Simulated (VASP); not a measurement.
# Pd (P6/mmm) in VASP: notebook, part 2 of 2

VASP 6.6.1. Earlier steps stand in the parts before.

## (5) Single point, PBEsol

Contents of INCAR:

```
SYSTEM = Pd
PREC = Accurate ; ENCUT = 520
EDIFF = 1E-6 ; ISMEAR = 0
SIGMA = 0.1 ; LREAL = .FALSE.
LASPH = .TRUE. ; NELM = 80
ALGO = Fast ; ISIF = 2
LWAVE = .FALSE. ; LCHARG = .FALSE.
GGA = PS ; NBANDS = 22
```

Contents of KPOINTS:

```
Automatic mesh
0
G
  12 12 18
  0 0 0
```

Contents of POSCAR:

```
Pd
1.0
    4.4270915395      0.0000000000      0.0000000000
   -2.2135457697      3.8339737381      0.0000000000
    0.0000000000      0.0000000000      2.6295096322
Pd
3
Direct
    0.0000000000      0.0000000000      0.0000000000
    0.3333333333      0.6666666667      0.5000000000
    0.6666666667      0.3333333333      0.5000000000
```

Potentials or basis: VASP PAW PBE potentials, release 64 (Pd).

On the command line:

```sh
$ cat potpaw_PBE.64/Pd/POTCAR > POTCAR
$ mpirun -np 1 vasp_std > vasp.out
```

OUTCAR:

```text
SYSTEM = Pd
   PREC = Accurate
   ENCUT = 520
   EDIFF = 1E-6
   ISMEAR = 0
   LREAL = .FALSE.
   LASPH = .TRUE.
   NELM = 80
   ISIF = 2
   GGA = PS

 ion  position               nearest neighbor table
   1  0.000  0.000  0.000-   2 2.87   3 2.87   2 2.87   3 2.87   2 2.87   2 2.87   3 2.87   3 2.87
                             3 2.87   3 2.87   2 2.87   2 2.87
   2  0.333  0.667  0.500-   3 2.56   3 2.56   3 2.56   1 2.87   1 2.87   1 2.87   1 2.87   1 2.87
                             1 2.87
   3  0.667  0.333  0.500-   2 2.56   2 2.56   2 2.56   1 2.87   1 2.87   1 2.87   1 2.87   1 2.87
                             1 2.87

  LATTYP: Found a hexagonal cell.
 ALAT       =     4.4270915395
 C/A-ratio  =     0.5939587218

  Lattice vectors:

 A1 = (   4.4270915395,   0.0000000000,   0.0000000000)
 A2 = (  -2.2135457697,   3.8339737381,   0.0000000000)
 A3 = (   0.0000000000,   0.0000000000,   2.6295096322)

Analysis of symmetry for initial positions (statically):
=====================================================================
 Subroutine PRICEL returns:
 Original cell was already a primitive cell.

 Routine SETGRP: Setting up the symmetry group for a
 hexagonal supercell.

 Subroutine GETGRP returns: Found 24 space group operations
 (whereof 24 operations were pure point group operations)
 out of a pool of 24 trial point group operations.

The static configuration has the point symmetry D_6h.

Analysis of symmetry for dynamics (positions and initial velocities):
=====================================================================
 Subroutine PRICEL returns:
 Original cell was already a primitive cell.

 Routine SETGRP: Setting up the symmetry group for a
 hexagonal supercell.

 Subroutine GETGRP returns: Found 24 space group operations
 (whereof 24 operations were pure point group operations)
 out of a pool of 24 trial point group operations.

The dynamic configuration has the point symmetry D_6h.

 Subroutine INISYM returns: Found 24 space group operations
 (whereof 24 operations are pure point group operations),
 and found     1 'primitive' translations

----------------------------------------------------------------------------------------

                                     Primitive cell

  volume of cell :      44.6316

  direct lattice vectors                    reciprocal lattice vectors
     4.427091540  0.000000000  0.000000000     0.225881934  0.130412996  0.000000000
    -2.213545770  3.833973738  0.000000000     0.000000000  0.260825991  0.000000000
     0.000000000  0.000000000  2.629509632     0.000000000  0.000000000  0.380299044

  length of vectors
     4.427091540  4.427091539  2.629509632     0.260825991  0.260825991  0.380299044

  position of ions in fractional coordinates (direct lattice)
     0.000000000  0.000000000  0.000000000
     0.333333333  0.666666667  0.500000000
     0.666666667  0.333333333  0.500000000

  ion indices of the primitive-cell ions
   primitive index   ion index
                 1           1
                 2           2
                 3           3

----------------------------------------------------------------------------------------

 KPOINTS: Automatic mesh

Automatic generation of k-mesh.
 Grid dimensions read from file:
 generate k-points for:   12   12   18

 Generating k-lattice:

  Cartesian coordinates                     Fractional coordinates (reciprocal lattice)
     0.018823495  0.010867750  0.000000000     0.083333333  0.000000000  0.000000000
     0.000000000  0.021735499  0.000000000     0.000000000  0.083333333  0.000000000
     0.000000000  0.000000000  0.021127725     0.000000000  0.000000000  0.055555556

  Length of vectors
     0.021735499  0.021735499  0.021127725

  Shift w.r.t. Gamma in fractional coordinates (k-lattice)
     0.000000000  0.000000000  0.000000000

 Subroutine IBZKPT returns following result:
 ===========================================

 Found    190 irreducible k-points:

 Following reciprocal coordinates:
            Coordinates               Weight
  0.000000  0.000000  0.000000      1.000000
  0.083333  0.000000  0.000000      6.000000
  0.166667 -0.000000  0.000000      6.000000
  0.250000 -0.000000  0.000000      6.000000
  0.333333 -0.000000  0.000000      6.000000
  0.416667  0.000000  0.000000      6.000000
[... 16 lines left out ...]
  0.250000 -0.000000  0.055556     12.000000
  0.333333 -0.000000  0.055556     12.000000
 [... further k-points ...]
   k-points           NKPTS =    190   k-points in BZ     NKDIM =    190   number of bands    NBANDS=     22
   number of dos      NEDOS =    301   number of ions     NIONS =      3
   total plane-waves  NPLWV =  25920
   dimension x,y,z NGX =    36 NGY =   36 NGZ =   20
   dimension x,y,z NGXF=    72 NGYF=   72 NGZF=   40
   ions per type =               3
   NGX,Y,Z   is equivalent  to a cutoff of  13.52, 13.52, 12.64 a.u.
   NGXF,Y,Z  is equivalent  to a cutoff of  27.04, 27.04, 25.29 a.u.
 SYSTEM =  Pd
   PREC   = accura    normal or accurate (medium, high low for compatibility)
   ISTART =      0    job   : 0-new  1-cont  2-samecut
   ICHARG =      2    charge: 1-file 2-atom 10-const
   ISPIN  =      1    spin polarized calculation?
   LNONCOLLINEAR =      F non collinear calculations
   LSORBIT =      F    spin-orbit coupling
   LASPH  =      T    aspherical Exc in radial PAW
   ENCUT  =  520.0 eV  38.22 Ry    6.18 a.u.   8.23  8.23  4.89*2*pi/ulx,y,z
   NELM   =     80;   NELMIN=  2; NELMDL= -5     # of ELM steps
   EDIFF  = 0.1E-05   stopping-criterion for ELM
   LREAL  =      F    real-space projection
   EDIFFG = 0.1E-04   stopping-criterion for IOM
   NSW    =      0    number of steps for IOM
   IBRION =     -1    ionic relax: 0-MD 1-quasi-New 2-CG
   NFREE  =      0    steps in history (QN), initial steepest desc. (CG)
   ISIF   =      2    stress and relaxation
   ISYM   =      2    0-nonsym 1-usesym 2-fastsym
   POTIM  = 0.5000    time-step for ionic-motion
   TEBEG  =    0.0;   TEEND  =   0.0 temperature during run
   PSTRESS=    0.0 pullay stress
   NELECT =      30.0000    total number of electrons
   NUPDOWN=      -1.0000    fix difference up-down
   EMIN   =  10.00;   EMAX   =-10.00  energy-range for DOS
   EFERMI =   0.00;   METHOD = LEGACY
   ISMEAR =     0;   SIGMA  =   0.10  broadening in eV -4-tet -1-fermi 0-gaus
   EFERMI_NEDOS =   21; number of points for ismear=-14 and -15
   IALGO  =     68    algorithm
   IMIX   =      4    mixing-type and parameters
     AMIX     =   0.40;   BMIX     =  1.00
     AMIX_MAG =   1.60;   BMIX_MAG =  1.00
  volume/ion in A,a.u.               =      14.88       100.40
  Fermi-wavevector in a.u.,A,eV,Ry     =   1.434062  2.709983 27.980822  2.056532
  Thomas-Fermi vector in A             =   2.553511
   LORBIT       =      0    0 simple, 1 ext, 2 COOP (PROOUT), +10 PAW based schemes
   GGA     = PS    functional components
   LHFCALC =     F    Hartree Fock is set to
   AEXX    =    0.0000 exact exchange contribution
   IVDW    =     0    specifies the selected vdW correction
   LEPSILON=     F    determine dielectric tensor
   LRPA    =     F    only Hartree local field effects (RPA)
 non-spin polarized calculation
 RMM-DIIS sequential band-by-band and
 Gauss-broadening in eV      SIGMA  =   0.10
  energy-cutoff  :      520.00
  volume of cell :       44.63
 maximum number of plane-waves:      1228
 NGX is ok and might be reduce to    36
   NGX = 17   NGY = 17   NGZ =  9

 number of electron      30.0000006 magnetization

 Free energy of the ion-electron system (eV)
  ---------------------------------------------------
  ext. energy  EPLUGINS =         0.00000000
  ---------------------------------------------------
  free energy    TOTEN  =       -17.52271221 eV

  energy without entropy =      -17.48586067  energy(sigma->0) =      -17.50428644

 E-fermi :   9.4773     XC(G=0): -13.3136

 val. band max:        9.4747509247   @ k =   0.3333   0.2500   0.5000
 cond. band min:       9.4817171644   @ k =   0.4167   0.0000   0.0556
 fundamental gap:      0.0069662396
 Fermi energy:         9.4772602981

 k-point     1 :       0.0000    0.0000    0.0000
  band No.  band energies     occupation
      1       2.3174      2.00000
      2       4.2710      2.00000
      3       5.7959      2.00000
      4       6.2140      2.00000
      5       6.2167      2.00000
      6       6.2167      2.00000
[... 14 lines left out ...]
     21      17.6545      0.00000
     22      17.9584      0.00000
[... 552 lines left out ...]
  band No.  band energies     occupation
      1       3.6381      2.00000
      2       4.4440      2.00000
      3       4.9054      2.00000
      4       5.4084      2.00000
      5       5.5814      2.00000
      6       5.9345      2.00000
[... 14 lines left out ...]
     21      22.3041      0.00000
     22      23.7962      0.00000

 [... further k-points ...]
[... 5 lines left out ...]
  --------------------------------------------------------------------------------------
  -------------------------------------------------------------------------------------
  Total       -0.1223200     -0.1223200     -0.1026361     -0.0000000      0.0000000      0.0000000
  in kB       -4.3910233     -4.3910233     -3.6844147     -0.0000000      0.0000000      0.0000000
  external PRESSURE =      -4.1554871 kB  Pullay stress =       0.0000000 kB

 VOLUME and BASIS-vectors are now :
 -----------------------------------------------------------------------------
  energy-cutoff  :      520.00
  volume of cell :       44.63
      direct lattice vectors                 reciprocal lattice vectors
     4.427091540  0.000000000  0.000000000     0.225881934  0.130412996  0.000000000
    -2.213545770  3.833973738  0.000000000     0.000000000  0.260825991  0.000000000
     0.000000000  0.000000000  2.629509632     0.000000000  0.000000000  0.380299044

 POSITION                                       TOTAL-FORCE (eV/Angst)
 -----------------------------------------------------------------------------------
      0.00000      0.00000      0.00000         0.000000      0.000000     -0.000000
     -0.00000      2.55598      1.31475         0.000000      0.000000      0.000000
      2.21355      1.27799      1.31475        -0.000000     -0.000000     -0.000000
 -----------------------------------------------------------------------------------
    total drift:                                0.000000      0.000000     -0.000000

  FREE ENERGIE OF THE ION-ELECTRON SYSTEM (eV)
  ---------------------------------------------------
  free  energy   TOTEN  =       -17.5227122126 eV

  energy  without entropy=      -17.4858606694  energy(sigma->0) =      -17.50428644
```

OSZICAR:

```text
N       E                     dE             d eps       ncg     rms          rms(c)
DAV:   1     0.184213693055E+03    0.18421E+03   -0.15077E+04  8360   0.133E+03
DAV:   2    -0.146764161874E+02   -0.19889E+03   -0.18694E+03  8918   0.302E+02
DAV:   3    -0.185706195595E+02   -0.38942E+01   -0.38493E+01  9488   0.472E+01
DAV:   4    -0.186021857393E+02   -0.31566E-01   -0.31561E-01  9566   0.412E+00
DAV:   5    -0.186027207909E+02   -0.53505E-03   -0.53504E-03  9836   0.590E-01    0.144E+01
RMM:   6    -0.175859558890E+02    0.10168E+01   -0.25776E+00  8362   0.120E+01    0.676E+00
RMM:   7    -0.177369250919E+02   -0.15097E+00   -0.29160E-01  8415   0.360E+00    0.528E+00
RMM:   8    -0.175317446883E+02    0.20518E+00   -0.16059E-01  8398   0.273E+00    0.269E+00
RMM:   9    -0.175229586926E+02    0.87860E-02   -0.81533E-03  8694   0.635E-01    0.178E-01
RMM:  10    -0.175227406816E+02    0.21801E-03   -0.80677E-04  9250   0.201E-01    0.772E-02
RMM:  11    -0.175227096782E+02    0.31003E-04   -0.16869E-04  9214   0.789E-02    0.333E-02
RMM:  12    -0.175227154014E+02   -0.57232E-05   -0.38637E-05  9402   0.384E-02    0.263E-02
RMM:  13    -0.175227124753E+02    0.29261E-05   -0.15377E-05  8854   0.257E-02    0.844E-03
RMM:  14    -0.175227122126E+02    0.26270E-06   -0.43336E-06  7529   0.123E-02
   1 F= -.17522712E+02 E0= -.17504286E+02  d E =-.368515E-01
```

It took 60 s on 1 thread of Intel Xeon 6975P-C (Granite Rapids), shared host; peak memory 0.27 GiB.

What came out:

* Free energy: -17.5227 eV
* Pressure: -0.4 GPa
* Band gap on the k mesh: zero (band 15 reaches 10.24 eV, above the bottom of band 16 at 9.26 eV)

Caveat: the PAW data sets were made with another functional, which shifts forces and pressure a little.

## (6) Relaxation of cell and atoms, PBEsol

Contents of INCAR:

```
ALGO = Fast
EDIFF = 1E-6
EDIFFG = -0.01
ENCUT = 600
GGA = PS
IBRION = 2
ISIF = 3
ISMEAR = 0
LASPH = True
LCHARG = False
LREAL = False
LWAVE = False
NELM = 100
NSW = 100
PREC = Accurate
SIGMA = 0.1
```

Contents of KPOINTS:

```
k-points
0
Gamma
  12 12 18
```

Contents of POSCAR:

```
Pd
1.0
    4.4107082753      0.0000000000      0.0000000000
   -2.2053541376      3.8197854151      0.0000000000
    0.0000000000      0.0000000000      2.6495929081
Pd
3
Direct
    0.0000000000      0.0000000000      0.0000000000
    0.3333333333      0.6666666667      0.5000000000
    0.6666666667      0.3333333333      0.5000000000
```

Potentials or basis: VASP PAW PBE potentials, release 64 (Pd).

On the command line:

```sh
$ cat potpaw_PBE.64/Pd/POTCAR > POTCAR
$ mpirun -np 1 vasp_std > vasp.out
```

It took 3.9 min on 1 thread of Intel Xeon 6975P-C (Granite Rapids), shared host; peak memory 0.3 GiB.

It converged, with:

| Item | Value |
| --- | --- |
| Free energy | -17.5234 eV |
| Relaxed volume | 14.84 Å³/atom |
| Relaxed cell | a = 4.423 Å, b = 4.423 Å, c = 2.628 Å, α = 90.00°, β = 90.00°, γ = 120.00° |
| Space group after relaxing (to 0.05 Å) | P6/mmm (No. 191) |
| Energy gained by relaxing | 1.1 meV/atom |
| Ionic steps | 5 |
| Pressure after relaxing | 0.0 GPa |
| Band gap on the k mesh | zero (band 15 reaches 10.28 eV, above the bottom of band 16 at 9.30 eV) |

The path:
```tsv
step	energy change (eV)	largest force (eV/Å)	pressure (GPa)	volume (Å³)
1	0.0000	0.0000	-0.48	44.64
2	-0.0027	0.0000	0.79	44.35
3	-0.0032	0.0000	0.44	44.43
4	-0.0031	0.0000	-0.50	44.66
5	-0.0034	0.0000	-0.01	44.52
```

Final structure:
```
Pd
1.0
     4.42302    0.00000    0.00000
    -2.21151    3.83045    0.00000
     0.00000    0.00000    2.62790
Pd
3
Direct
  0.00000 0.00000 0.00000
  0.33333 0.66667 0.50000
  0.66667 0.33333 0.50000
```

Levels at points of the mesh, in eV from the Fermi level:
```csv
k point,band 13,band 14,band 15,band 16,band 17,band 18
"(0.00, 0.00, 0.00)",-1.45,-1.45,0.17,0.17,7.50,7.50
"(0.50, 0.00, 0.00)",-0.32,-0.32,-0.24,-0.07,0.23,1.19
"(0.00, 0.00, 0.50)",-0.17,-0.17,0.76,2.45,3.26,9.40
"(0.50, 0.00, 0.50)",-0.41,0.14,0.47,2.87,3.27,6.58
```

Caveat: the PAW data sets were made with another functional, which shifts forces and pressure a little.

## (7) Overview

| task | cell | k mesh | cutoff (eV) | gap on the mesh (eV) | pressure (GPa) | relaxed volume (Å³/atom) |
| --- | --- | --- | --- | --- | --- | --- |
| single point | a = 4.411, b = 4.411, c = 2.650 Å, angles 90.0, 90.0, 120.0°, 3 atoms | 6 × 6 × 6 | 520 | none | -0.6 | - |
| single point | a = 4.621, b = 4.621, c = 2.833 Å, angles 90.0, 90.0, 120.0°, 3 atoms | 6 × 6 × 6 | 520 | none | -20.1 | - |
| relaxation of cell and atoms | relaxed from a = 4.621, b = 4.621, c = 2.833 Å, angles 90.0, 90.0, 120.0°, 3 atoms | 6 × 6 × 6 | 600 | none | 0.4 | 14.81 |
| single point | a = 4.427, b = 4.427, c = 2.630 Å, angles 90.0, 90.0, 120.0°, 3 atoms | 12 × 12 × 18 | 520 | none | -0.4 | - |
| relaxation of cell and atoms | relaxed from a = 4.411, b = 4.411, c = 2.650 Å, angles 90.0, 90.0, 120.0°, 3 atoms | 12 × 12 × 18 | 600 | none | 0.0 | 14.84 |

Alike in all rows: level PBEsol; potentials or basis VASP PAW PBE potentials, release 64 (Pd); no spin polarisation; smearing gaussian 0.1 eV.

Caveats: some runs use coarse meshes; the PAW data sets were made with another functional, which shifts forces and pressure a little; the volume moved by over 15 % at a fixed basis, so the end points are rough (some runs).

Absolute energies hang on the potentials; compare differences alone.
